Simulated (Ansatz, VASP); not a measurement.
**HfN in VASP and in Ansatz**

File INCAR:

```
  PREC = Accurate
  ENCUT = 520
  EDIFF = 1E-7
  ISMEAR = 0
  SIGMA = 0.15
  LREAL = F
  LASPH = T
  NELM = 60
  ALGO = Normal
  ISIF = 2
  LWAVE = F
  LCHARG = F
  GGA = PS
  NBANDS = 23
```

The input KPOINTS:

```
regular mesh
0
Gamma
  14 14 10
```

The input POSCAR:

```
HfN
1.0
    0.0000000000     -2.2508000098     -2.2508000098
    0.0000000000      2.2508000098     -2.2508000098
    4.5016000196      0.0000000000      0.0000000000
Hf N
2 2
Direct
    0.5092733424      0.4907266576      0.5000000000
   -0.0092733424      0.0092733424      0.0000000000
    0.4898691409      0.5101308591      0.0000000000
    0.0101308591     -0.0101308591      0.5000000000
```

Input for Ansatz:

```yaml
crystal:
  lattice:
    - [0.0, -2.2508000098, -2.2508000098]
    - [0.0, 2.2508000098, -2.2508000098]
    - [4.5016000196, 0.0, 0.0]
  atoms:
    - { symbol: Hf, position: [0.5092733424, 0.4907266576, 0.5] }
    - { symbol: Hf, position: [-0.0092733424, 0.0092733424, 0.0] }
    - { symbol: "N", position: [0.4898691409, 0.5101308591, 0.0] }
    - { symbol: "N", position: [0.0101308591, -0.0101308591, 0.5] }
basis:
  ecutwfc: 520.0
kpoints:
  mp_grid: { grid: [14, 14, 10] }
hamiltonian:
  xc: pbesol
  pseudopotentials: { kind: paw, azcp: { folder: soft_1 } }
scf:
  occupations: { method: gaussian, width: 0.15 }
output:
  forces: true
  stress: true
  eigenvalues: true
```

Change from the starting cell: mode 4 frozen in at -0.043 Å and mode 11 at +0.022 Å (largest displacements).

Alike in both runs: task single point; functional PBEsol; k mesh 14 × 14 × 10; occupations gaussian, width 0.15 eV; no spin polarisation.

|  | VASP | Ansatz |
| --- | --- | --- |
| version | VASP 6.6.1 | Ansatz 0.2.0 |
| potentials or method | VASP PAW PBE potentials, release 64 (Hf_pv, N), cutoff 520 eV | scalar-relativistic, plane waves, PAW |
| valence electrons in the cell | 30 | 62 |

|  | VASP | Ansatz | Ansatz less VASP |
| --- | --- | --- | --- |
| gap on the k mesh at the Fermi level (eV) | none | none | - |
| pressure (GPa) | -2.1 | 0.1 | +2.15 |
| traceless stress, the component that is largest in VASP (GPa) | 0.28 | 0.29 | +0.016 |
| rms of the force components (eV/Å) | 0.227 | 0.224 | -0.0034 |

VASP's potentials were made for PBE, not for PBEsol, and Ansatz warns of the same on its side. Atom by atom the forces differ by 0.004 eV/Å (rms over components). A gap of «none» marks a metal or a gap that the smearing closes. The functional is the same, so the differences come from potentials, cutoffs and numerics. VASP's potentials hold 30 valence electrons a cell and Ansatz's 62, so a difference there can come from the potentials and not from the codes.

Spin-orbit coupling is off throughout.
